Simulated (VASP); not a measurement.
# Y2HfF (P6mm) in VASP: further runs

Y2HfF is run at these levels: PBE; tasks: single point.

Everything below comes from runs of VASP 6.6.1. Logs are shortened: lines on timing, memory, paths and dates and some standing lists are left out, and cuts for length are marked.

## 1. The cell of the first run

It takes space group P6mm (No. 183, hexagonal). The conventional cell has a = 5.129 Å, b = 5.129 Å, c = 4.153 Å, α = 90.00°, β = 90.00°, γ = 120.00°. Y (site symmetry 3m) has 3 Y at 2.96 Å and 3 F at 2.97 Å and 3 Hf at 3.22 Å within 3.9 Å. Hf (site symmetry 6mm) has 1 F at 1.48 Å within 2.0 Å. F (site symmetry 6mm) has 1 Hf at 1.48 Å within 2.0 Å.

## 2. Single point, PBE

INCAR reads:

```
SYSTEM = Y2HfF
  PREC = Accurate
  ENCUT = 520
  EDIFF = 1E-6
  ISMEAR = 0
  SIGMA = 0.1
  LREAL = .FALSE.
  LASPH = .TRUE.
  NELM = 100
  ALGO = Normal
  ISIF = 2
  LWAVE = .FALSE.
  LCHARG = .TRUE.
  GGA = PE
  LELF = .TRUE.
  LVHAR = .TRUE.
  NBANDS = 28
```

KPOINTS reads:

```
Automatic mesh
0
G
  6 6 4
  0 0 0
```

POSCAR reads:

```
Y2HfF
1.0
    5.1286483300      0.0000000000      0.0000000000
   -2.5643241600      4.4415397400      0.0000000000
    0.0000000000      0.0000000000      4.1528997600
Y Hf F
2 1 1
Direct
    0.3333333300      0.6666666700      0.5975020500
    0.6666666700      0.3333333300      0.5975020500
    0.0000000000      0.0000000000      0.2943271400
    0.0000000000      0.0000000000      0.6513731600
```

Potentials or basis: VASP PAW PBE potentials, release 64 (Y_sv, Hf_pv, F).

Launch:

```
cat potpaw_PBE.64/Y_sv/POTCAR potpaw_PBE.64/Hf_pv/POTCAR potpaw_PBE.64/F/POTCAR > POTCAR
mpirun -np 1 vasp_std > vasp.out
```

OUTCAR:

```text
SYSTEM = Y2HfF
   PREC = Accurate
   ENCUT = 520
   EDIFF = 1E-6
   ISMEAR = 0
   LREAL = .FALSE.
   LASPH = .TRUE.
   NELM = 100
   ISIF = 2
   GGA = PE

 ion  position               nearest neighbor table
   1  0.333  0.667  0.598-   2 2.96   2 2.96   2 2.96   4 2.97   4 2.97   4 2.97   3 3.22   3 3.22
                             3 3.22
   2  0.667  0.333  0.598-   1 2.96   1 2.96   1 2.96   4 2.97   4 2.97   4 2.97   3 3.22   3 3.22
                             3 3.22
   3  0.000  0.000  0.294-   4 1.48   4 2.67   1 3.22   2 3.22   1 3.22   2 3.22   2 3.22   1 3.22

   4  0.000  0.000  0.651-   3 1.48   3 2.67   2 2.97   1 2.97   1 2.97   2 2.97   2 2.97   1 2.97

  LATTYP: Found a hexagonal cell.
 ALAT       =     5.1286483300
 C/A-ratio  =     0.8097454715

  Lattice vectors:

 A1 = (   5.1286483300,   0.0000000000,   0.0000000000)
 A2 = (  -2.5643241600,   4.4415397400,   0.0000000000)
 A3 = (   0.0000000000,   0.0000000000,   4.1528997600)

Analysis of symmetry for initial positions (statically):
=====================================================================
 Subroutine PRICEL returns:
 Original cell was already a primitive cell.

 Routine SETGRP: Setting up the symmetry group for a
 hexagonal supercell.

 Subroutine GETGRP returns: Found 12 space group operations
 (whereof 12 operations were pure point group operations)
 out of a pool of 24 trial point group operations.

The static configuration has the point symmetry C_6v.

Analysis of symmetry for dynamics (positions and initial velocities):
=====================================================================
 Subroutine PRICEL returns:
 Original cell was already a primitive cell.

 Routine SETGRP: Setting up the symmetry group for a
 hexagonal supercell.

 Subroutine GETGRP returns: Found 12 space group operations
 (whereof 12 operations were pure point group operations)
 out of a pool of 24 trial point group operations.

The dynamic configuration has the point symmetry C_6v.

 Subroutine INISYM returns: Found 12 space group operations
 (whereof 12 operations are pure point group operations),
 and found     1 'primitive' translations

----------------------------------------------------------------------------------------

                                     Primitive cell

  volume of cell :      94.5993

  direct lattice vectors                    reciprocal lattice vectors
     5.128648330  0.000000000  0.000000000     0.194983149  0.112573573  0.000000000
    -2.564324160  4.441539740  0.000000000     0.000000000  0.225147147  0.000000000
     0.000000000  0.000000000  4.152899760     0.000000000  0.000000000  0.240795603

  length of vectors
     5.128648330  5.128648327  4.152899760     0.225147147  0.225147147  0.240795603

  position of ions in fractional coordinates (direct lattice)
     0.333333330  0.666666670  0.597502050
     0.666666670  0.333333330  0.597502050
     0.000000000  0.000000000  0.294327140
     0.000000000  0.000000000  0.651373160

  ion indices of the primitive-cell ions
   primitive index   ion index
                 1           1
                 2           2
                 3           3
                 4           4

----------------------------------------------------------------------------------------

 KPOINTS: Automatic mesh

Automatic generation of k-mesh.
 Grid dimensions read from file:
 generate k-points for:    6    6    4

 Generating k-lattice:

  Cartesian coordinates                     Fractional coordinates (reciprocal lattice)
     0.032497191  0.018762262  0.000000000     0.166666667  0.000000000  0.000000000
     0.000000000  0.037524524  0.000000000     0.000000000  0.166666667  0.000000000
     0.000000000  0.000000000  0.060198901     0.000000000  0.000000000  0.250000000

  Length of vectors
     0.037524524  0.037524524  0.060198901

  Shift w.r.t. Gamma in fractional coordinates (k-lattice)
     0.000000000  0.000000000  0.000000000

 Subroutine IBZKPT returns following result:
 ===========================================

 Found     21 irreducible k-points:

 Following reciprocal coordinates:
            Coordinates               Weight
  0.000000  0.000000  0.000000      1.000000
  0.166667  0.000000  0.000000      6.000000
  0.333333  0.000000  0.000000      6.000000
  0.500000  0.000000  0.000000      3.000000
  0.166667  0.166667  0.000000      6.000000
  0.333333  0.166667  0.000000     12.000000
[... 13 lines left out ...]
  0.333333  0.166667  0.500000     12.000000
  0.333333  0.333333  0.500000      2.000000
   k-points           NKPTS =     21   k-points in BZ     NKDIM =     21   number of bands    NBANDS=     28
   number of dos      NEDOS =    301   number of ions     NIONS =      4
   total plane-waves  NPLWV =  51200
   dimension x,y,z NGX =    40 NGY =   40 NGZ =   32
   dimension x,y,z NGXF=    80 NGYF=   80 NGZF=   64
   ions per type =               2   1   1
   NGX,Y,Z   is equivalent  to a cutoff of  12.97, 12.97, 12.81 a.u.
   NGXF,Y,Z  is equivalent  to a cutoff of  25.93, 25.93, 25.62 a.u.
 SYSTEM =  Y2HfF
   PREC   = accura    normal or accurate (medium, high low for compatibility)
   ISTART =      0    job   : 0-new  1-cont  2-samecut
   ICHARG =      2    charge: 1-file 2-atom 10-const
   ISPIN  =      1    spin polarized calculation?
   LNONCOLLINEAR =      F non collinear calculations
   LSORBIT =      F    spin-orbit coupling
   LASPH  =      T    aspherical Exc in radial PAW
   ENCUT  =  520.0 eV  38.22 Ry    6.18 a.u.   9.54  9.54  7.72*2*pi/ulx,y,z
   NELM   =    100;   NELMIN=  2; NELMDL= -5     # of ELM steps
   EDIFF  = 0.1E-05   stopping-criterion for ELM
   LREAL  =      F    real-space projection
   EDIFFG = 0.1E-04   stopping-criterion for IOM
   NSW    =      0    number of steps for IOM
   IBRION =     -1    ionic relax: 0-MD 1-quasi-New 2-CG
   NFREE  =      0    steps in history (QN), initial steepest desc. (CG)
   ISIF   =      2    stress and relaxation
   ISYM   =      2    0-nonsym 1-usesym 2-fastsym
   POTIM  = 0.5000    time-step for ionic-motion
   TEBEG  =    0.0;   TEEND  =   0.0 temperature during run
   PSTRESS=    0.0 pullay stress
   NELECT =      39.0000    total number of electrons
   NUPDOWN=      -1.0000    fix difference up-down
   EMIN   =  10.00;   EMAX   =-10.00  energy-range for DOS
   EFERMI =   0.00;   METHOD = LEGACY
   ISMEAR =     0;   SIGMA  =   0.10  broadening in eV -4-tet -1-fermi 0-gaus
   EFERMI_NEDOS =   21; number of points for ismear=-14 and -15
   IALGO  =     38    algorithm
   IMIX   =      4    mixing-type and parameters
     AMIX     =   0.40;   BMIX     =  1.00
     AMIX_MAG =   1.60;   BMIX_MAG =  1.00
  volume/ion in A,a.u.               =      23.65       159.60
  Fermi-wavevector in a.u.,A,eV,Ry     =   1.218429  2.302498 20.198806  1.484570
  Thomas-Fermi vector in A             =   2.353716
   LORBIT       =      0    0 simple, 1 ext, 2 COOP (PROOUT), +10 PAW based schemes
   GGA     = PE    functional components
   LHFCALC =     F    Hartree Fock is set to
   AEXX    =    0.0000 exact exchange contribution
   IVDW    =     0    specifies the selected vdW correction
   LEPSILON=     F    determine dielectric tensor
   LRPA    =     F    only Hartree local field effects (RPA)
 non-spin polarized calculation
 Gauss-broadening in eV      SIGMA  =   0.10
  energy-cutoff  :      520.00
  volume of cell :       94.60
 maximum number of plane-waves:      2607
 NGX is ok and might be reduce to    40
   NGX = 19   NGY = 19   NGZ = 15

 number of electron      38.9999996 magnetization

 Free energy of the ion-electron system (eV)
  ---------------------------------------------------
  ext. energy  EPLUGINS =         0.00000000
  ---------------------------------------------------
  free energy    TOTEN  =       -19.45881463 eV

  energy without entropy =      -19.42780742  energy(sigma->0) =      -19.44331103

 E-fermi :   3.9115     XC(G=0):  -9.8945

 val. band max:        3.9106107523   @ k =   0.3333   0.1667   0.2500
 cond. band min:       3.9663242658   @ k =   0.3333   0.0000   0.2500
 fundamental gap:      0.0557135136
 Fermi energy:         3.9114616935

 k-point     1 :       0.0000    0.0000    0.0000
  band No.  band energies     occupation
      1     -38.7439      2.00000
      2     -38.4491      2.00000
      3     -32.9690      2.00000
      4     -27.2946      2.00000
      5     -27.2946      2.00000
      6     -21.9106      2.00000
[... 20 lines left out ...]
     27       6.6068      0.00000
     28       6.6074      0.00000

 k-point     2 :       0.1667    0.0000    0.0000
  band No.  band energies     occupation
      1     -38.7269      2.00000
      2     -38.4670      2.00000
      3     -32.9696      2.00000
      4     -27.2951      2.00000
      5     -27.2941      2.00000
      6     -21.9124      2.00000
[... 20 lines left out ...]
     27       6.6651      0.00000
     28       6.6676      0.00000

 k-point     3 :       0.3333    0.0000    0.0000
  band No.  band energies     occupation
      1     -38.6828      2.00000
      2     -38.5126      2.00000
      3     -32.9711      2.00000
      4     -27.2962      2.00000
      5     -27.2929      2.00000
      6     -21.9173      2.00000
[... 20 lines left out ...]
     27       7.0885      0.00000
     28       7.4998      0.00000

 k-point     4 :       0.5000    0.0000    0.0000
  band No.  band energies     occupation
      1     -38.6473      2.00000
      2     -38.5490      2.00000
      3     -32.9718      2.00000
      4     -27.2967      2.00000
      5     -27.2922      2.00000
      6     -21.9200      2.00000
[... 485 lines left out ...]
     27       7.9835      0.00000
     28       8.1964      0.00000

 k-point    20 :       0.3333    0.1667    0.5000
  band No.  band energies     occupation
      1     -38.6443      2.00000
      2     -38.5462      2.00000
      3     -33.0903      2.00000
      4     -27.2894      2.00000
      5     -27.2874      2.00000
      6     -21.3366      2.00000
[... 20 lines left out ...]
     27       7.9498      0.00000
     28       8.1158      0.00000

 k-point    21 :       0.3333    0.3333    0.5000
  band No.  band energies     occupation
      1     -38.5954      2.00000
      2     -38.5954      2.00000
      3     -33.0907      2.00000
      4     -27.2884      2.00000
      5     -27.2884      2.00000
      6     -21.3392      2.00000
[... 20 lines left out ...]
     27       8.2901      0.00000
     28       8.2988      0.00000

------------------------ aborting loop because EDIFF is reached ----------------------------------------

  FORCE on cell =-STRESS in cart. coord.  units (eV):
  Direction    XX          YY          ZZ          XY          YZ          ZX
  --------------------------------------------------------------------------------------
  -------------------------------------------------------------------------------------
  Total        9.6283792      9.6283792     48.6156576      0.0000000      0.0000000      0.0000000
  in kB      163.0706662    163.0706661    823.3771795      0.0000002      0.0000000      0.0000000
  external PRESSURE =     383.1728373 kB  Pullay stress =       0.0000000 kB

 VOLUME and BASIS-vectors are now :
 -----------------------------------------------------------------------------
  energy-cutoff  :      520.00
  volume of cell :       94.60
      direct lattice vectors                 reciprocal lattice vectors
     5.128648330  0.000000000  0.000000000     0.194983149  0.112573573  0.000000000
    -2.564324160  4.441539740  0.000000000     0.000000000  0.225147147  0.000000000
     0.000000000  0.000000000  4.152899760     0.000000000  0.000000000  0.240795603

 POSITION                                       TOTAL-FORCE (eV/Angst)
 -----------------------------------------------------------------------------------
     -0.00000      2.96103      2.48137         0.000000      0.000000      0.002035
      2.56432      1.48051      2.48137        -0.000000      0.000000      0.002035
      0.00000      0.00000      1.22231         0.000000      0.000000    -35.708749
      0.00000      0.00000      2.70509         0.000000     -0.000000     35.704679
 -----------------------------------------------------------------------------------
    total drift:                                0.000000      0.000000      0.000568

  FREE ENERGIE OF THE ION-ELECTRON SYSTEM (eV)
  ---------------------------------------------------
  free  energy   TOTEN  =       -19.4588146304 eV

  energy  without entropy=      -19.4278074239  energy(sigma->0) =      -19.44331103
```

Run time: 77 s. Hardware: 1 thread of Intel Xeon Platinum 8488C (Sapphire Rapids), shared host; peak memory 0.26 GiB.

Results:

```
Free energy   : -19.4588 eV
Pressure      : 38.3 GPa
Largest force : 35.709 eV/Å
```

Forces in eV/Å, atoms in the order of the input:
```
Y     0.000   0.000   0.002
Y     0.000   0.000   0.002
Hf    0.000   0.000 -35.709
F     0.000   0.000  35.705
```

Caveat: the k points lie up to 0.38 Å⁻¹ apart; spin-orbit coupling is left out, which moves the levels of the heavy elements; an odd number of electrons without spin polarisation forces a metal; a magnetic or distorted state may lie lower.

## 3. Single point, PBE

This run uses another cell than the first one, of 28.23 Å³/atom, 1.194 times its volume.

Edit INCAR of step 2 so:

```diff
@@ -12,6 +12,4 @@
   LWAVE = .FALSE.
-  LCHARG = .TRUE.
+  LCHARG = .FALSE.
   GGA = PE
-  LELF = .TRUE.
-  LVHAR = .TRUE.
   NBANDS = 28
```

KPOINTS reads:

```
regular mesh
0
G
  6 6 4
  0 0 0
```

POSCAR reads:

```
Y2HfF
1.0
    5.6941699886     -0.0000000032      0.0000000000
   -2.8470849915      4.9312958652      0.0000000000
    0.0000000000      0.0000000000      4.0219433396
Y Hf F
2 1 1
Direct
    0.3333333333      0.6666666667      0.5462861903
    0.6666666667      0.3333333333      0.5462861903
    0.0000000000      0.0000000000      0.2732837577
    0.0000000000      0.0000000000      0.7748482617
```

Potentials or basis: VASP PAW PBE potentials, release 64 (Y_sv, Hf_pv, F).

Launch:

```
cat potpaw_PBE.64/Y_sv/POTCAR potpaw_PBE.64/Hf_pv/POTCAR potpaw_PBE.64/F/POTCAR > POTCAR
mpirun -np 1 vasp_std > vasp.out
```

Run time: 1.7 min. Hardware: 1 thread of Intel Xeon Platinum 8488C (Sapphire Rapids), shared host; peak memory 0.27 GiB.

The run converged. Its results:

| Quantity | Value |
| --- | --- |
| Free energy | -26.2240 eV |
| Pressure | -0.3 GPa |
| Largest force | 0.020 eV/Å |

Forces on the atoms (eV/Å):
```
Y    0.000  0.000 -0.015
Y    0.000  0.000 -0.015
Hf   0.000  0.000  0.010
F    0.000  0.000  0.020
```

Stress tensor (GPa, compression positive):
```
 0.02  0.00  0.00
 0.00  0.02  0.00
 0.00  0.00 -1.05
```

Levels at points of the mesh, in eV from the Fermi level:
| k point | band 16 | band 17 | band 18 | band 19 | band 20 | band 21 | band 22 | band 23 |
| --- | --- | --- | --- | --- | --- | --- | --- | --- |
| (0.00, 0.00, 0.00) | -4.50 | -0.31 | -0.31 | -0.06 | -0.06 | -0.04 | 1.07 | 1.42 |
| (0.50, 0.00, 0.00) | -2.67 | -2.25 | -1.72 | -0.21 | 0.05 | 0.09 | 0.97 | 1.07 |
| (0.00, 0.00, 0.50) | -3.05 | -1.04 | -0.82 | -0.82 | 0.46 | 0.46 | 1.42 | 1.42 |
| (0.50, 0.00, 0.50) | -2.14 | -0.92 | -0.87 | -0.44 | -0.14 | 0.25 | 0.34 | 0.50 |

Caveat: the k points lie up to 0.39 Å⁻¹ apart; spin-orbit coupling is left out, which moves the levels of the heavy elements; an odd number of electrons without spin polarisation forces a metal; a magnetic or distorted state may lie lower.
